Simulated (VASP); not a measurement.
# LiF (Fm-3m) in VASP: further runs

LiF is run at these levels: LDA; tasks: electric field gradients.

Program: VASP 6.6.1. These are calculated values, not measurements. Logs are shortened: lines on timing, memory, paths and dates and some standing lists are left out, and cuts for length are marked.

## 1. The cell of the first run

It takes space group Fm-3m (No. 225, cubic). The conventional cell has a = 4.094 Å, b = 4.094 Å, c = 4.094 Å, α = 90.00°, β = 90.00°, γ = 90.00°. Within 2.7 Å of Li (site symmetry m-3m) lie 6 F at 2.05 Å. F (site symmetry m-3m) has 6 Li at 2.05 Å within 2.7 Å.

## 2. Electric field gradients, LDA (volume scaled by 1.05)

INCAR

```
PREC     = Accurate       # precision mode
ENCUT    = 520            # plane-wave cutoff, eV
EDIFF    = 1E-8           # SCF threshold, eV
ISMEAR   = -1             # smearing method
SIGMA    = 0.03           # smearing width, eV
LREAL    = False          # projectors in reciprocal space
LASPH    = True           # aspherical terms in the spheres
NELM     = 60             # most SCF steps
ALGO     = Normal         # electronic algorithm
ISIF     = 2              # what is computed and relaxed
LWAVE    = False          # write WAVECAR
LCHARG   = False          # write CHGCAR
LEFG     = True         
NBANDS   = 12             # bands
```

KPOINTS

```
Automatic mesh
0
Gamma
  10 10 10
```

POSCAR

```
LiF
1.0
    0.0000000000      2.0470222626      2.0470222626
    2.0470222626      0.0000000000      2.0470222626
    2.0470222626      2.0470222626      0.0000000000
Li F
1 1
Direct
    0.0000000000      0.0000000000      0.0000000000
    0.5000000000      0.5000000000      0.5000000000
```

Potentials or basis: VASP PAW LDA potentials, release 64 (Li_sv, F).

Run with:

```sh
cat potpaw_LDA.64/Li_sv/POTCAR potpaw_LDA.64/F/POTCAR > POTCAR
mpirun -np 1 vasp_std > vasp.out
```

OUTCAR:

```text
PREC = Accurate
   ENCUT = 520
   EDIFF = 1E-8
   ISMEAR = -1
   LREAL = False
   LASPH = True
   NELM = 60
   ISIF = 2

 ion  position               nearest neighbor table
   1  0.000  0.000  0.000-   2 2.05   2 2.05   2 2.05   2 2.05   2 2.05   2 2.05
   2  0.500  0.500  0.500-   1 2.05   1 2.05   1 2.05   1 2.05   1 2.05   1 2.05

  LATTYP: Found a face centered cubic cell.
 ALAT       =     4.0940445252

  Lattice vectors:

 A1 = (   0.0000000000,   2.0470222626,   2.0470222626)
 A2 = (   2.0470222626,   0.0000000000,   2.0470222626)
 A3 = (   2.0470222626,   2.0470222626,   0.0000000000)

Analysis of symmetry for initial positions (statically):
=====================================================================
 Subroutine PRICEL returns:
 Original cell was already a primitive cell.

 Routine SETGRP: Setting up the symmetry group for a
 face centered cubic supercell.

 Subroutine GETGRP returns: Found 48 space group operations
 (whereof 48 operations were pure point group operations)
 out of a pool of 48 trial point group operations.

The static configuration has the point symmetry O_h .

Analysis of symmetry for dynamics (positions and initial velocities):
=====================================================================
 Subroutine PRICEL returns:
 Original cell was already a primitive cell.

 Routine SETGRP: Setting up the symmetry group for a
 face centered cubic supercell.

 Subroutine GETGRP returns: Found 48 space group operations
 (whereof 48 operations were pure point group operations)
 out of a pool of 48 trial point group operations.

The dynamic configuration has the point symmetry O_h .

 Subroutine INISYM returns: Found 48 space group operations
 (whereof 48 operations are pure point group operations),
 and found     1 'primitive' translations

----------------------------------------------------------------------------------------

                                     Primitive cell

  volume of cell :      17.1553

  direct lattice vectors                    reciprocal lattice vectors
     0.000000000  2.047022263  2.047022263    -0.244257236  0.244257236  0.244257236
     2.047022263  0.000000000  2.047022263     0.244257236 -0.244257236  0.244257236
     2.047022263  2.047022263  0.000000000     0.244257236  0.244257236 -0.244257236
[... 130 lines left out ...]
  free energy    TOTEN  =       -10.43313426 eV

  energy without entropy =      -10.43313426  energy(sigma->0) =      -10.43313426

 E-fermi :  -0.7405     XC(G=0): -10.4284

 val. band max:       -1.5888594560   @ k =   0.0000   0.0000   0.0000
 cond. band min:       6.8207926859   @ k =   0.0000   0.0000   0.0000
 fundamental gap:      8.4096521418
 Fermi energy:        -0.7405200181

 k-point     1 :       0.0000    0.0000    0.0000
  band No.  band energies     occupation
      1     -41.4473      2.00000
      2     -21.0262      2.00000
      3      -1.5889      2.00000
      4      -1.5889      2.00000
      5      -1.5889      2.00000
      6       6.8208      0.00000
      7      21.2499      0.00000
      8      21.2499      0.00000
      9      21.2499      0.00000
     10      21.8427      0.00000
     11      21.8427      0.00000
     12      21.8427      0.00000
[... 331 lines left out ...]
 k-point    24 :       0.4000    0.3000    0.0000
  band No.  band energies     occupation
      1     -41.3899      2.00000
      2     -20.5244      2.00000
      3      -3.8346      2.00000
      4      -2.4281      2.00000
      5      -2.3197      2.00000
      6      10.7123      0.00000
      7      14.4591      0.00000
      8      16.0510      0.00000
      9      17.5780      0.00000
     10      18.6508      0.00000
     11      30.9311      0.00000
     12      32.0802      0.00000

 [... further k-points ...]
[... 5 lines left out ...]
  --------------------------------------------------------------------------------------
  -------------------------------------------------------------------------------------
  Total       -0.9890177     -0.9890177     -0.9890177      0.0000000     -0.0000000      0.0000000
  in kB      -92.3670270    -92.3670270    -92.3670270      0.0000000     -0.0000000      0.0000000
  external PRESSURE =     -92.3670270 kB  Pullay stress =       0.0000000 kB

 VOLUME and BASIS-vectors are now :
 -----------------------------------------------------------------------------
  energy-cutoff  :      520.00
  volume of cell :       17.16
      direct lattice vectors                 reciprocal lattice vectors
     0.000000000  2.047022263  2.047022263    -0.244257236  0.244257236  0.244257236
     2.047022263  0.000000000  2.047022263     0.244257236 -0.244257236  0.244257236
     2.047022263  2.047022263  0.000000000     0.244257236  0.244257236 -0.244257236

 POSITION                                       TOTAL-FORCE (eV/Angst)
 -----------------------------------------------------------------------------------
      0.00000      0.00000      0.00000        -0.000000      0.000000      0.000000
      2.04702      2.04702      2.04702         0.000000     -0.000000     -0.000000
 -----------------------------------------------------------------------------------
    total drift:                               -0.000000     -0.000000      0.000000

  FREE ENERGIE OF THE ION-ELECTRON SYSTEM (eV)
  ---------------------------------------------------
  free  energy   TOTEN  =       -10.4331342620 eV

  energy  without entropy=      -10.4331342620  energy(sigma->0) =      -10.43313426

 Electric field gradients (V/A^2)
---------------------------------------------------------------------
 ion       V_xx      V_yy      V_zz      V_xy      V_xz      V_yz
---------------------------------------------------------------------
   1      -0.000    -0.000    -0.000    -0.003    -0.003    -0.003
   2       0.000     0.000     0.000    -0.002    -0.002    -0.002
---------------------------------------------------------------------

 Electric field gradients after diagonalization (V/A^2)
 (convention: |V_zz| > |V_xx| > |V_yy|)
----------------------------------------------------------------------
 ion       V_xx      V_yy      V_zz     asymmetry (V_yy - V_xx)/ V_zz
----------------------------------------------------------------------
   1       0.003     0.003    -0.005       0.000
   2       0.002     0.002    -0.003       0.000
----------------------------------------------------------------------

           NMR quadrupolar parameters

 Cq : quadrupolar parameter    Cq=e*Q*V_zz/h
 eta: asymmetry parameters     (V_yy - V_xx)/ V_zz
 Q  : nuclear electric quadrupole moment in mb (millibarn)
----------------------------------------------------------------------
 ion       Cq(MHz)       eta       Q (mb)
----------------------------------------------------------------------
   1      -0.000       0.000       1.000
   2      -0.000       0.000       1.000
----------------------------------------------------------------------
```

OSZICAR:

```text
N       E                     dE             d eps       ncg     rms          rms(c)
DAV:   1     0.315385297038E+02    0.31539E+02   -0.54008E+03  1160   0.835E+02
DAV:   2    -0.979600639963E+01   -0.41335E+02   -0.40407E+02  1340   0.187E+02
DAV:   3    -0.109202452886E+02   -0.11242E+01   -0.11223E+01  1500   0.271E+01
DAV:   4    -0.109308612872E+02   -0.10616E-01   -0.10616E-01  1268   0.289E+00
DAV:   5    -0.109309971026E+02   -0.13582E-03   -0.13582E-03  1476   0.249E-01    0.424E+00
DAV:   6    -0.104512793697E+02    0.47972E+00   -0.23798E+00  1228   0.919E+00    0.140E+00
DAV:   7    -0.104391575172E+02    0.12122E-01   -0.15947E-02  1584   0.108E+00    0.804E-01
DAV:   8    -0.104331462869E+02    0.60112E-02   -0.10110E-02  1584   0.105E+00    0.100E-01
DAV:   9    -0.104331166857E+02    0.29601E-04   -0.62440E-04  1308   0.227E-01    0.373E-02
DAV:  10    -0.104331346568E+02   -0.17971E-04   -0.33638E-05  1308   0.407E-02    0.580E-03
DAV:  11    -0.104331342735E+02    0.38329E-06   -0.12939E-06  1444   0.114E-02    0.151E-03
DAV:  12    -0.104331342695E+02    0.40051E-08   -0.29139E-07  1608   0.423E-03    0.677E-04
DAV:  13    -0.104331342620E+02    0.75033E-08   -0.17893E-08  1016   0.109E-03
   1 F= -.10433134E+02 E0= -.10433134E+02  d E =-.291327E-13
```

stdout:

```text
POSCAR found type information on POSCAR LiF
 POSCAR found :  2 types and       2 ions
 scaLAPACK will be used
 LDA part: xc-table for (Slater(with rela. corr.)+CA(PZ))
 , standard interpolation
 POSCAR, INCAR and KPOINTS ok, starting setup
 FFT: planning ... GRIDC
 FFT: planning ... GRID_SOFT
 FFT: planning ... GRID
 WAVECAR not read
 entering main loop
ion   1

ion   2
```

Run time: 16 s. Hardware: 1 thread of AMD EPYC 7R43 (Zen 3), shared host; peak memory 0.09 GiB.

Results:

- Free energy: -10.4331 eV
- Band gap on the k mesh: 8.41 eV, direct

Levels at points of the mesh, in eV from the valence-band top:
| k point | band 2 | band 3 | band 4 | band 5 | band 6 | band 7 | band 8 | band 9 |
| --- | --- | --- | --- | --- | --- | --- | --- | --- |
| (0.00, 0.00, 0.00) | -19.44 | 0.00 | 0.00 | 0.00 | 8.41 | 22.84 | 22.84 | 22.84 |
| (0.50, 0.00, 0.00) | -19.02 | -2.44 | -0.22 | -0.22 | 10.13 | 15.81 | 18.04 | 18.04 |
| (0.50, 0.50, 0.00) | -18.77 | -2.91 | -0.96 | -0.96 | 13.97 | 15.80 | 16.55 | 19.21 |

Caveat: the cutoff is under 1.25 times the usual one of these potentials, so pressure, stress and relaxed cells hold a basis-set (Pulay) error; without QUAD_EFG the Cq values of the log hold for a quadrupole moment of 1 mb, not for the nuclei. A k mesh can miss the band edges.

## 3. Electric field gradients, LDA (volume scaled by 1.05)

INCAR

```
SYSTEM = LiF
  PREC = Accurate
  ENCUT = 520
  EDIFF = 1E-8
  ISMEAR = -1
  SIGMA = 0.03
  LREAL = .False.
  LASPH = .True.
  NELM = 100
  ALGO = Normal
  ISIF = 2
  LWAVE = .False.
  LCHARG = .False.
  GGA = CA
  LEFG = .True.
  NBANDS = 12
```

KPOINTS

```
Automatic mesh
0
Gamma
  10 10 10
  0 0 0
```

POSCAR is that of step 2.

Potentials or basis: VASP PAW LDA potentials, release 64 (Li_sv, F).

Run with:

```sh
cat potpaw_LDA.64/Li_sv/POTCAR potpaw_LDA.64/F/POTCAR > POTCAR
mpirun -np 1 vasp_std > vasp.out
```

OUTCAR:

```text
SYSTEM = LiF
   PREC = Accurate
   ENCUT = 520
   EDIFF = 1E-8
   ISMEAR = -1
   LREAL = .False.
   LASPH = .True.
   NELM = 100
   ISIF = 2
   GGA = CA

 ion  position               nearest neighbor table
   1  0.000  0.000  0.000-   2 2.05   2 2.05   2 2.05   2 2.05   2 2.05   2 2.05
   2  0.500  0.500  0.500-   1 2.05   1 2.05   1 2.05   1 2.05   1 2.05   1 2.05

  LATTYP: Found a face centered cubic cell.
 ALAT       =     4.0940445252

  Lattice vectors:

 A1 = (   0.0000000000,   2.0470222626,   2.0470222626)
 A2 = (   2.0470222626,   0.0000000000,   2.0470222626)
 A3 = (   2.0470222626,   2.0470222626,   0.0000000000)

Analysis of symmetry for initial positions (statically):
=====================================================================
 Subroutine PRICEL returns:
 Original cell was already a primitive cell.

 Routine SETGRP: Setting up the symmetry group for a
 face centered cubic supercell.

[... 551 lines left out ...]
      direct lattice vectors                 reciprocal lattice vectors
     0.000000000  2.047022263  2.047022263    -0.244257236  0.244257236  0.244257236
     2.047022263  0.000000000  2.047022263     0.244257236 -0.244257236  0.244257236
     2.047022263  2.047022263  0.000000000     0.244257236  0.244257236 -0.244257236

 POSITION                                       TOTAL-FORCE (eV/Angst)
 -----------------------------------------------------------------------------------
      0.00000      0.00000      0.00000        -0.000000      0.000000      0.000000
      2.04702      2.04702      2.04702         0.000000     -0.000000     -0.000000
 -----------------------------------------------------------------------------------
    total drift:                               -0.000000     -0.000000      0.000000

  FREE ENERGIE OF THE ION-ELECTRON SYSTEM (eV)
  ---------------------------------------------------
  free  energy   TOTEN  =       -10.4331342620 eV

  energy  without entropy=      -10.4331342620  energy(sigma->0) =      -10.43313426

 Electric field gradients (V/A^2)
---------------------------------------------------------------------
 ion       V_xx      V_yy      V_zz      V_xy      V_xz      V_yz
---------------------------------------------------------------------
   1      -0.000    -0.000    -0.000    -0.003    -0.003    -0.003
   2       0.000     0.000     0.000    -0.002    -0.002    -0.002
---------------------------------------------------------------------

 Electric field gradients after diagonalization (V/A^2)
 (convention: |V_zz| > |V_xx| > |V_yy|)
----------------------------------------------------------------------
 ion       V_xx      V_yy      V_zz     asymmetry (V_yy - V_xx)/ V_zz
----------------------------------------------------------------------
   1       0.003     0.003    -0.005       0.000
   2       0.002     0.002    -0.003       0.000
----------------------------------------------------------------------

           NMR quadrupolar parameters

 Cq : quadrupolar parameter    Cq=e*Q*V_zz/h
 eta: asymmetry parameters     (V_yy - V_xx)/ V_zz
 Q  : nuclear electric quadrupole moment in mb (millibarn)
----------------------------------------------------------------------
 ion       Cq(MHz)       eta       Q (mb)
----------------------------------------------------------------------
   1      -0.000       0.000       1.000
   2      -0.000       0.000       1.000
----------------------------------------------------------------------
```

OSZICAR:

```text
N       E                     dE             d eps       ncg     rms          rms(c)
DAV:   1     0.315385297038E+02    0.31539E+02   -0.54008E+03  1160   0.835E+02
DAV:   2    -0.979600639963E+01   -0.41335E+02   -0.40407E+02  1340   0.187E+02
DAV:   3    -0.109202452886E+02   -0.11242E+01   -0.11223E+01  1500   0.271E+01
DAV:   4    -0.109308612872E+02   -0.10616E-01   -0.10616E-01  1268   0.289E+00
DAV:   5    -0.109309971026E+02   -0.13582E-03   -0.13582E-03  1476   0.249E-01    0.424E+00
DAV:   6    -0.104512793697E+02    0.47972E+00   -0.23798E+00  1228   0.919E+00    0.140E+00
DAV:   7    -0.104391575172E+02    0.12122E-01   -0.15947E-02  1584   0.108E+00    0.804E-01
DAV:   8    -0.104331462869E+02    0.60112E-02   -0.10110E-02  1584   0.105E+00    0.100E-01
DAV:   9    -0.104331166857E+02    0.29601E-04   -0.62440E-04  1308   0.227E-01    0.373E-02
DAV:  10    -0.104331346568E+02   -0.17971E-04   -0.33638E-05  1308   0.407E-02    0.580E-03
DAV:  11    -0.104331342735E+02    0.38329E-06   -0.12939E-06  1444   0.114E-02    0.151E-03
DAV:  12    -0.104331342695E+02    0.40051E-08   -0.29139E-07  1608   0.423E-03    0.677E-04
DAV:  13    -0.104331342620E+02    0.75033E-08   -0.17893E-08  1016   0.109E-03
   1 F= -.10433134E+02 E0= -.10433134E+02  d E =-.291327E-13
```

Wall time 14 s (1 thread of AMD EPYC 7R43 (Zen 3), shared host); peak memory 0.08 GiB.

Results:

* Free energy: -10.4331 eV
* Band gap on the k mesh: 8.41 eV, direct

Caveat: the cutoff is under 1.25 times the usual one of these potentials, so pressure, stress and relaxed cells hold a basis-set (Pulay) error; without QUAD_EFG the Cq values of the log hold for a quadrupole moment of 1 mb, not for the nuclei.
